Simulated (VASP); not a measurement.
# B9W in VASP: a series of runs

The runs below take B9W through single point, with PBE.

Everything below comes from runs of VASP 6.6.1. Logs are shortened: lines on timing, memory, paths and dates and some standing lists are left out, and cuts for length are marked.

**1. The cell of the first run**

The cell holds a disordered packing, 20 atoms: a = 5.292 Å, b = 5.617 Å, c = 5.386 Å, α = 90.64°, β = 93.31°, γ = 88.84°.

**2. Single point, PBE**

File INCAR:

```
ALGO = Normal ; EDIFF = 1E-6
ENCUT = 420 ; GGA = PE
GGA_COMPAT = False ; ISIF = 2
ISMEAR = -1 ; ISYM = -1
LASPH = True ; LCHARG = False
LREAL = Auto ; LWAVE = False
NBANDS = 57 ; NELM = 120
PREC = Accurate ; SIGMA = 0.3102
```

File KPOINTS:

```
explicit points
1
Reciprocal
  0.25000000   0.25000000   0.25000000 1
```

File POSCAR:

```
B9W
1.0
    5.2893000000      0.0549780000     -0.1542150000
    0.0549780000      5.6170210000     -0.0299570000
   -0.1542150000     -0.0299570000      5.3834570000
B W
18 2
Direct
    1.1600224381      0.7043708060     -0.3936868639
    0.5385207246      0.5962964192      0.4673465815
    0.2829573507      0.6176106355      0.2507039677
    0.6634842728      0.6536797054      0.1713346108
    0.0351395289      0.9481660632      0.4712951646
    0.4508051445      0.5796561854      0.9420613327
    0.8285795909      0.4486325943      1.3864990634
    0.6541426901      0.1487225025      0.4228019087
    0.0704881996      0.3370836437      0.1068600255
    0.6586025314      0.9844262306      0.1182514964
    1.5156619388      0.3703952469      0.6895197150
    0.8620731005      0.5809643655      0.7778848336
    0.3199135499      0.0809863480      0.2871523960
    0.8433067785      0.2103047550      0.1995375192
    0.7131168855     -0.1388778428      0.4474072992
    0.0886343622      0.8821298037      0.0870438290
    1.0931776849      0.2796930214      0.4388723009
    0.9705520404      0.6483426633      1.1170799886
    0.8028143807      0.1393655412      0.7931468559
    0.3196610537      0.0165786400      0.7991419223
```

Potentials or basis: VASP PAW PBE potentials, release 64 (B, W_sv).

On the command line:

```bash
> cat potpaw_PBE.64/B/POTCAR potpaw_PBE.64/W_sv/POTCAR > POTCAR
> mpirun -np 1 vasp_std > vasp.out
```

OUTCAR:

```text
EDIFF = 1E-6
   ENCUT = 420
   GGA = PE
   ISIF = 2
   ISMEAR = -1
   ISYM = -1
   LASPH = True
   LREAL = Auto
   NELM = 120
   PREC = Accurate

 ion  position               nearest neighbor table
   1  0.160  0.704  0.606-   5 1.66  12 2.01   3 2.11  20 2.19
   2  0.539  0.596  0.467-   3 1.74  11 1.76  15 1.77   4 1.80   7 1.80
   3  0.283  0.618  0.251-   2 1.74  18 1.77   6 1.94  16 1.98   9 2.07   4 2.10   1 2.11
   4  0.663  0.654  0.171-  18 1.67   6 1.68   2 1.80   7 1.82  10 1.88  15 1.89   3 2.10
   5  0.035  0.948  0.471-   1 1.66  15 1.78  17 1.91  13 2.01  16 2.13  20 2.29  19 2.41
   6  0.451  0.580  0.942-   4 1.68  11 1.83   3 1.94  20 2.65
   7  0.829  0.449  0.386-  14 1.67  17 1.69   2 1.80   4 1.82   8 1.95  18 2.03   9 2.11  19 2.82

   8  0.654  0.149  0.423-  15 1.64  14 1.65  10 1.87  13 1.92   7 1.95  11 2.05  19 2.10
   9  0.070  0.337  0.107-  14 1.52  17 1.82  18 1.82   3 2.07   7 2.11  13 2.14  19 2.42  20 2.80

  10  0.659  0.984  0.118-  14 1.66   8 1.87   4 1.88  15 1.91  13 2.11  19 2.15  20 2.42
  11  0.516  0.370  0.690-   2 1.76   6 1.83  19 2.04   8 2.05  20 2.36
  12  0.862  0.581  0.778-  18 1.92   1 2.01  19 2.51
  13  0.320  0.081  0.287-  17 1.84   8 1.92  16 1.95   5 2.01  10 2.11   9 2.14  20 2.65  20 2.79

  14  0.843  0.210  0.200-   9 1.52   8 1.65  10 1.66   7 1.67  17 1.84  19 2.22
  15  0.713  0.861  0.447-   8 1.64   2 1.77   5 1.78   4 1.89  10 1.91  19 2.45
  16  0.089  0.882  0.087-  18 1.48  13 1.95   3 1.98   5 2.13  20 2.18  19 2.56
  17  0.093  0.280  0.439-   7 1.69   9 1.82  14 1.84  13 1.84   5 1.91  19 2.65  20 2.67
  18  0.971  0.648  0.117-  16 1.48   4 1.67   3 1.77   9 1.82  12 1.92   7 2.03
  19  0.803  0.139  0.793-  11 2.04   8 2.10  10 2.15  14 2.22   5 2.41   9 2.42  15 2.45  12 2.51
                            16 2.56  17 2.65  20 2.66  20 2.81   7 2.82
  20  0.320  0.017  0.799-  16 2.18   1 2.19   5 2.29  11 2.36  10 2.42   6 2.65  13 2.65  19 2.66
                            17 2.67  13 2.79   9 2.80  19 2.81

IMPORTANT INFORMATION: All symmetrisations will be switched off!
NOSYMM: (Re-)initialisation of all symmetry stuff for point group C_1.

----------------------------------------------------------------------------------------

                                     Primitive cell

  volume of cell :     159.7890

  direct lattice vectors                    reciprocal lattice vectors
     5.289300000  0.054978000 -0.154215000     0.189237643 -0.001823354  0.005410772
     0.054978000  5.617021000 -0.029957000    -0.001823354  0.178053164  0.000938570
    -0.154215000 -0.029957000  5.383457000     0.005410772  0.000938570  0.185914467

  length of vectors
     5.291833268  5.617369929  5.385748691     0.189323762  0.178064973  0.185995555

  position of ions in fractional coordinates (direct lattice)
     0.160022438  0.704370806  0.606313136
     0.538520725  0.596296419  0.467346582
     0.282957351  0.617610636  0.250703968
     0.663484273  0.653679705  0.171334611
     0.035139529  0.948166063  0.471295165
     0.450805145  0.579656185  0.942061333
[... 12 lines left out ...]
     0.802814381  0.139365541  0.793146856
     0.319661054  0.016578640  0.799141922

  ion indices of the primitive-cell ions
   primitive index   ion index
                 1           1
                 2           2
                 3           3
                 4           4
                 5           5
                 6           6
[... 12 lines left out ...]
                19          19
                20          20

----------------------------------------------------------------------------------------

 KPOINTS: explicit points

Read explicit list of k-points.

 Found      1 k-points:

 Following reciprocal coordinates:
            Coordinates               Weight
  0.250000  0.250000  0.250000      1.000000
   k-points           NKPTS =      1   k-points in BZ     NKDIM =      1   number of bands    NBANDS=     57
   number of dos      NEDOS =    301   number of ions     NIONS =     20
   total plane-waves  NPLWV =  51840
   dimension x,y,z NGX =    36 NGY =   40 NGZ =   36
   dimension x,y,z NGXF=    72 NGYF=   80 NGZF=   72
   ions per type =              18   2
   NGX,Y,Z   is equivalent  to a cutoff of  11.31, 11.84, 11.11 a.u.
   NGXF,Y,Z  is equivalent  to a cutoff of  22.62, 23.68, 22.22 a.u.
 SYSTEM =  unknown system
   PREC   = accura    normal or accurate (medium, high low for compatibility)
   ISTART =      0    job   : 0-new  1-cont  2-samecut
   ICHARG =      2    charge: 1-file 2-atom 10-const
   ISPIN  =      1    spin polarized calculation?
   LNONCOLLINEAR =      F non collinear calculations
   LSORBIT =      F    spin-orbit coupling
   LASPH  =      T    aspherical Exc in radial PAW
   ENCUT  =  420.0 eV  30.87 Ry    5.56 a.u.   8.84  9.39  9.00*2*pi/ulx,y,z
   NELM   =    120;   NELMIN=  2; NELMDL= -5     # of ELM steps
   EDIFF  = 0.1E-05   stopping-criterion for ELM
   LREAL  =      T    real-space projection
   EDIFFG = 0.1E-04   stopping-criterion for IOM
   NSW    =      0    number of steps for IOM
   IBRION =     -1    ionic relax: 0-MD 1-quasi-New 2-CG
   NFREE  =      0    steps in history (QN), initial steepest desc. (CG)
   ISIF   =      2    stress and relaxation
   ISYM   =     -1    0-nonsym 1-usesym 2-fastsym
   POTIM  = 0.5000    time-step for ionic-motion
   TEBEG  =    0.0;   TEEND  =   0.0 temperature during run
   PSTRESS=    0.0 pullay stress
   NELECT =      82.0000    total number of electrons
   NUPDOWN=      -1.0000    fix difference up-down
   EMIN   =  10.00;   EMAX   =-10.00  energy-range for DOS
   EFERMI =   0.00;   METHOD = LEGACY
   ISMEAR =    -1;   SIGMA  =   0.31  broadening in eV -4-tet -1-fermi 0-gaus
   EFERMI_NEDOS =   21; number of points for ismear=-14 and -15
   IALGO  =     38    algorithm
   IMIX   =      4    mixing-type and parameters
     AMIX     =   0.40;   BMIX     =  1.00
     AMIX_MAG =   1.60;   BMIX_MAG =  1.00
  volume/ion in A,a.u.               =       7.99        53.92
  Fermi-wavevector in a.u.,A,eV,Ry     =   1.310681  2.476829 23.373257  1.717886
  Thomas-Fermi vector in A             =   2.441195
   LORBIT       =      0    0 simple, 1 ext, 2 COOP (PROOUT), +10 PAW based schemes
   GGA     = PE    functional components
   LHFCALC =     F    Hartree Fock is set to
   AEXX    =    0.0000 exact exchange contribution
   IVDW    =     0    specifies the selected vdW correction
   LEPSILON=     F    determine dielectric tensor
   LRPA    =     F    only Hartree local field effects (RPA)
 non-spin polarized calculation
  energy-cutoff  :      420.00
  volume of cell :      159.79
 maximum number of plane-waves:      3121
 NGX is ok and might be reduce to    36
   NGX = 17   NGY = 19   NGZ = 17

 number of electron      82.0000004 magnetization

 Free energy of the ion-electron system (eV)
  ---------------------------------------------------
  ext. energy  EPLUGINS =         0.00000000
  ---------------------------------------------------
  free energy    TOTEN  =      -128.58707791 eV

  energy without entropy =     -127.14748711  energy(sigma->0) =     -127.86728251

 E-fermi :   7.9783     XC(G=0): -12.2348

 val. band max:        7.6967590222   @ k =   0.2500   0.2500   0.2500
 cond. band min:       8.4298342700   @ k =   0.2500   0.2500   0.2500
 fundamental gap:      0.7330752479
 Fermi energy:         7.9783345593

 k-point     1 :       0.2500    0.2500    0.2500
  band No.  band energies     occupation
      1     -66.1972      2.00000
      2     -65.7612      2.00000
      3     -30.6362      2.00000
      4     -30.5784      2.00000
      5     -30.4141      2.00000
      6     -30.3248      2.00000
[... 45 lines left out ...]
     52      11.5815      0.00002
     53      11.8362      0.00001
 [bands above 53 left out]

------------------------ aborting loop because EDIFF is reached ----------------------------------------

  FORCE on cell =-STRESS in cart. coord.  units (eV):
  Direction    XX          YY          ZZ          XY          YZ          ZX
  --------------------------------------------------------------------------------------
  -------------------------------------------------------------------------------------
  Total       12.3092283     20.0786935     -9.7821235      5.8399952     -2.1744637     -0.7472286
  in kB      123.4225554    201.3256716    -98.0837017     58.5566464    -21.8029804     -7.4923347
  external PRESSURE =      75.5548418 kB  Pullay stress =       0.0000000 kB

 VOLUME and BASIS-vectors are now :
 -----------------------------------------------------------------------------
  energy-cutoff  :      420.00
  volume of cell :      159.79
      direct lattice vectors                 reciprocal lattice vectors
     5.289300000  0.054978000 -0.154215000     0.189237643 -0.001823354  0.005410772
     0.054978000  5.617021000 -0.029957000    -0.001823354  0.178053164  0.000938570
    -0.154215000 -0.029957000  5.383457000     0.005410772  0.000938570  0.185914467

 POSITION                                       TOTAL-FORCE (eV/Angst)
 -----------------------------------------------------------------------------------
      0.79163      3.94710      3.21828        -0.520637     -1.966740      0.568894
      2.80911      3.36502      2.41503        -0.603695      0.568515      1.372809
      1.49194      3.47718      1.28752        -1.569417     -0.575311     -0.928080
      3.51888      3.70308      0.80047        -1.328642      0.983421      0.902393
      0.16531      5.31368      2.50337         0.553991      1.489526     -0.785710
      2.27103      3.25250      4.98466        -0.541451      0.125496     -1.308558
[... 12 lines left out ...]
      4.13167      0.80320      4.14189         5.539034     -0.250878      1.781730
      1.56846      0.08676      4.25235        -0.097081      1.910604      0.867949
 -----------------------------------------------------------------------------------
    total drift:                               -0.004259     -0.006814      0.002788

  FREE ENERGIE OF THE ION-ELECTRON SYSTEM (eV)
  ---------------------------------------------------
  free  energy   TOTEN  =      -128.5870779123 eV

  energy  without entropy=     -127.1474871077  energy(sigma->0) =     -127.86728251
```

It took 42 s on 1 thread of Intel Xeon 8259CL, shared host; peak memory 0.22 GiB.

What came out:

| Quantity | Value |
| --- | --- |
| Free energy | -128.5871 eV |
| Pressure | 7.6 GPa |
| Largest force | 5.824 eV/Å |

Forces in eV/Å, atoms in the order of the input:
```
B   -0.521 -1.967  0.569
B   -0.604  0.569  1.373
B   -1.569 -0.575 -0.928
B   -1.329  0.983  0.902
B    0.554  1.490 -0.786
B   -0.541  0.125 -1.309
B   -0.335 -0.273  0.259
B   -3.810  1.107 -1.895
B    4.302  1.293 -1.138
B   -2.101 -0.837  1.938
B    0.005  2.471 -0.564
B    0.182 -1.688 -0.739
B   -1.372  0.673 -1.229
B   -1.860 -2.391 -0.004
B    0.343 -0.892  0.719
B    3.197  4.363  0.583
B    0.762 -2.349  0.945
B   -0.745 -3.761 -1.348
W    5.539 -0.251  1.782
W   -0.097  1.911  0.868
```

Caveat: the atoms stand as in a frame of molecular dynamics; so wide a smearing shifts energies and pressures; spin-orbit coupling is left out, which moves the levels of the heavy elements.

**3. Single point, PBE**

File INCAR:

```
SYSTEM = B9W
ALGO     = Normal         ! electronic algorithm
EDIFF    = 1E-6           ! SCF threshold, eV
ENCUT    = 420            ! plane-wave cutoff, eV
GGA      = PE             ! functional
GGA_COMPAT= .False.      
ISIF     = 2              ! what is computed and relaxed
ISMEAR   = -1             ! smearing method
ISYM     = -1           
LASPH    = .True.         ! aspherical terms in the spheres
LCHARG   = .False.        ! write CHGCAR
LREAL    = Auto         
LWAVE    = .False.        ! write WAVECAR
NBANDS   = 57             ! bands
NELM     = 120            ! most SCF steps
PREC     = Accurate       ! precision mode
SIGMA    = 0.05           ! smearing width, eV
```

KPOINTS is that of step 2.

File POSCAR:

```
B9W
1.0
    5.2893000000      0.0549780000     -0.1542150000
    0.0549780000      5.6170210000     -0.0299570000
   -0.1542150000     -0.0299570000      5.3834570000
B W
18 2
Direct
    1.0149593832      0.7608093150      0.7976879031
    0.5207251573      0.5886076285      0.4825862915
    0.3835649227      0.8087972227      0.2514476484
    0.5050227211      0.6350097777      0.7953198227
    1.0197282984      0.8308803679      0.4849984095
    0.2545485352      0.6406166661      0.9664130606
    0.9165134450      0.5560694351      0.3535658022
    0.5217954857      0.3503270958      0.7147887388
    0.2459417311      0.5494187767      0.2563404597
    0.6069071009      0.0193367917      0.1305438960
    0.7403028019      0.7751347145      0.9388902906
    0.7648440362      0.3275128306      0.5036900499
    0.3974496429      0.2814882819      0.3975557418
    0.2369426576      0.2384894794      0.0955385250
    0.7091642489      0.7951804970      0.2999960781
    0.1795339998      0.0497644665      0.3493832364
    0.8437030298      0.0748924949      0.3651841590
    0.0024080569      0.4988368785      0.0293291123
    0.8834729490      0.1413841283      0.9026001740
    0.3464156381      0.0110409047      0.7467447478
```

Potentials or basis: VASP PAW PBE potentials, release 64 (B, W_sv).

On the command line:

```bash
> cat potpaw_PBE.64/B/POTCAR potpaw_PBE.64/W_sv/POTCAR > POTCAR
> mpirun -np 1 vasp_std > vasp.out
```

OUTCAR:

```text
SYSTEM = B9W
   EDIFF = 1E-6
   ENCUT = 420
   GGA = PE
   ISIF = 2
   ISMEAR = -1
   ISYM = -1
   LASPH = .True.
   LREAL = Auto
   NELM = 120
   PREC = Accurate

 ion  position               nearest neighbor table
   1  0.015  0.761  0.798-   6 1.65  11 1.68   5 1.74  18 1.94  20 2.30  19 2.31
   2  0.521  0.589  0.483-   4 1.71   8 1.84   9 1.86  15 1.87   3 1.87  13 1.90  12 1.93
   3  0.384  0.809  0.251-   9 1.64  15 1.73  16 1.81  10 1.84   2 1.87   6 1.89
   4  0.505  0.635  0.795-  11 1.64   8 1.65   6 1.66   2 1.71  20 2.27
   5  0.020  0.831  0.485-  16 1.70   1 1.74  17 1.75   7 1.77  15 1.89  20 2.40
   6  0.255  0.641  0.966-  18 1.62   9 1.65   1 1.65   4 1.66   3 1.89  20 2.48
[... 227 lines left out ...]
  in kB       91.5467643    113.3105377     -8.4148726     77.3279095     81.0755712    -55.4926957
  external PRESSURE =      65.4808098 kB  Pullay stress =       0.0000000 kB

 VOLUME and BASIS-vectors are now :
 -----------------------------------------------------------------------------
  energy-cutoff  :      420.00
  volume of cell :      159.79
      direct lattice vectors                 reciprocal lattice vectors
     5.289300000  0.054978000 -0.154215000     0.189237643 -0.001823354  0.005410772
     0.054978000  5.617021000 -0.029957000    -0.001823354  0.178053164  0.000938570
    -0.154215000 -0.029957000  5.383457000     0.005410772  0.000938570  0.185914467

 POSITION                                       TOTAL-FORCE (eV/Angst)
 -----------------------------------------------------------------------------------
     -0.00206      4.25041      4.26922        -0.273159      0.215549     -0.092378
      2.71221      3.32039      2.50005        -0.098050     -0.180343     -1.275245
      2.03448      4.55659      1.27028         0.366762      0.884062      0.150183
      2.58348      3.57080      4.18466         0.610628      0.269674      0.464262
      0.07523      4.65363      2.58303        -0.728022     -1.006765      0.142461
      1.23257      3.58340      5.14420         2.162597      0.981785     -0.306148
[... 12 lines left out ...]
      4.54153      0.81569      4.71863         0.188718      1.263401     -0.179546
      1.71774      0.05869      3.96631        -0.894793     -0.843581      0.308709
 -----------------------------------------------------------------------------------
    total drift:                                0.005239     -0.002380      0.005043

  FREE ENERGIE OF THE ION-ELECTRON SYSTEM (eV)
  ---------------------------------------------------
  free  energy   TOTEN  =      -139.8229021454 eV

  energy  without entropy=     -139.8223406384  energy(sigma->0) =     -139.82262139
```

stdout:

```text
POSCAR found type information on POSCAR B W
 POSCAR found :  2 types and      20 ions
 scaLAPACK will be used
 LDA part: xc-table for (Slater+PW92), standard interpolation
 POSCAR, INCAR and KPOINTS ok, starting setup
 FFT: planning ... GRIDC
 FFT: planning ... GRID_SOFT
 FFT: planning ... GRID
 WAVECAR not read
 entering main loop
```

Wall time 45 s (1 thread of Intel Xeon 8259CL, shared host); peak memory 0.22 GiB.

What came out:

```
Free energy   : -139.8229 eV
Pressure      : 6.5 GPa
Largest force : 2.397 eV/Å
```

Forces in eV/Å, atoms in the order of the input:
```
B   -0.273  0.216 -0.092
B   -0.098 -0.180 -1.275
B    0.367  0.884  0.150
B    0.611  0.270  0.464
B   -0.728 -1.007  0.142
B    2.163  0.982 -0.306
B    0.302 -0.446 -0.097
B    0.546  0.334 -0.258
B   -1.095 -1.603  1.406
B   -0.862 -0.134 -0.557
B   -0.912  0.024 -0.347
B   -0.265  0.392  0.502
B   -0.273  0.634  0.179
B    0.750  0.248  0.763
B    0.911 -0.299  0.639
B    0.390 -0.207 -1.016
B    0.194  0.235 -0.677
B   -1.021 -0.762  0.252
W    0.189  1.263 -0.180
W   -0.895 -0.844  0.309
```

Stress tensor (GPa, compression positive):
```
 9.15  7.73 -5.55
 7.73 11.33  8.11
-5.55  8.11 -0.84
```

Caveat: the atoms stand as in a frame of molecular dynamics; spin-orbit coupling is left out, which moves the levels of the heavy elements.

[end of part 1 of 2]
